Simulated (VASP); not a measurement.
The system is Rh.

```xyz
1
Lattice="0.0000 1.8979 1.8979 1.8979 0.0000 1.8979 1.8979 1.8979 0.0000" Properties=species:S:1:pos:R:3 pbc="T T T"
Rh    0.0000    0.0000    0.0000
```

```yaml
Program: VASP 6.6.1
Task: relaxation of cell and atoms
Functional: LDA
Potentials_or_basis: VASP PAW LDA potentials, release 64 (Rh_pv)
Cutoff: 600 eV
k_mesh: 10 × 10 × 10
Occupations: gaussian, width 0.05 eV
Spin: no spin polarisation
```

At the start: pressure -9.2 GPa; volume 13.67 Å³/atom.

Question: Where does the relaxation end?

Answer: Over 4 steps the energy falls by 12.3 meV/atom and the volume is 13.25 Å³/atom (-3.1 %); space group Fm-3m (No. 225, to 0.05 Å).

The path:
```csv
step,energy change (eV),largest force (eV/Å),pressure (GPa),volume (Å³)
1,0.0000,0.0000,-9.15,13.67
2,0.0894,0.0000,33.20,12.18
3,-0.0123,0.0000,-0.37,13.27
4,-0.0123,0.0000,-0.05,13.25
```

Final structure:
```yaml
crystal:
  lattice:
    - [0.00000, 1.87826, 1.87826]
    - [1.87826, 0.00000, 1.87826]
    - [1.87826, 1.87826, 0.00000]
  atoms:
    - { symbol: Rh, position: [0.00000, 0.00000, 0.00000] }
```
